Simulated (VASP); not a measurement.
Input of a VASP 6.6.1 run:

Contents of POSCAR:

```
ZrC
1.0
    0.0000000000      2.3502100000      2.3502100000
    2.3502100000      0.0000000000      2.3502100000
    2.3502100000      2.3502100000      0.0000000000
Zr C
1 1
Direct
    0.5000000000      0.5000000000      0.5000000000
    0.0000000000      0.0000000000      0.0000000000
```

The input INCAR.step1:

```
SYSTEM = ZrC
ALGO = Normal ; EDIFF = 1E-4
ENCUT = 600 ; GGA = PE
ISMEAR = 0 ; LASPH = .TRUE.
LCHARG = .FALSE. ; LREAL = .FALSE.
LWAVE = .TRUE. ; NELM = 60
PREC = Accurate ; SIGMA = 0.1
```

File INCAR.step2:

```
SYSTEM = ZrC
ALGO = Normal ; EDIFF = 1E-7
EDIFFG = -0.005 ; ENCUT = 600
IBRION = 2 ; ISIF = 3
ISMEAR = 0 ; ISTART = 1
LASPH = .TRUE. ; LCHARG = .FALSE.
LMIXTAU = .TRUE. ; LREAL = .FALSE.
LWAVE = .FALSE. ; METAGGA = R2SCAN
NELM = 60 ; NSW = 100
PREC = Accurate ; SIGMA = 0.1
```

The input KPOINTS:

```
k-points
0
G
  16 16 16
  0 0 0
```

Potentials or basis: VASP PAW PBE potentials, release 64 (Zr_sv, C).

Launch:

```bash
$ cat potpaw_PBE.64/Zr_sv/POTCAR potpaw_PBE.64/C/POTCAR > POTCAR
$ cp INCAR.step1 INCAR
$ mpirun -np 1 vasp_std > vasp.out
$ cp INCAR.step2 INCAR
$ mpirun -np 1 vasp_std > vasp.out
```

(1) What does it give for the relaxed cell?

(2) Estimate the band gap on the k mesh.

(3) Estimate the relaxed volume.

Results:

(1) a = 3.332 Å, b = 3.332 Å, c = 3.332 Å, α = 60.00°, β = 60.00°, γ = 60.00°.

(2) zero (bands 8 and 9 overlap by 1.32 eV).

(3) 13.08 Å³/atom.

Caveat: the PAW data sets were made with another functional, which shifts forces and pressure a little.
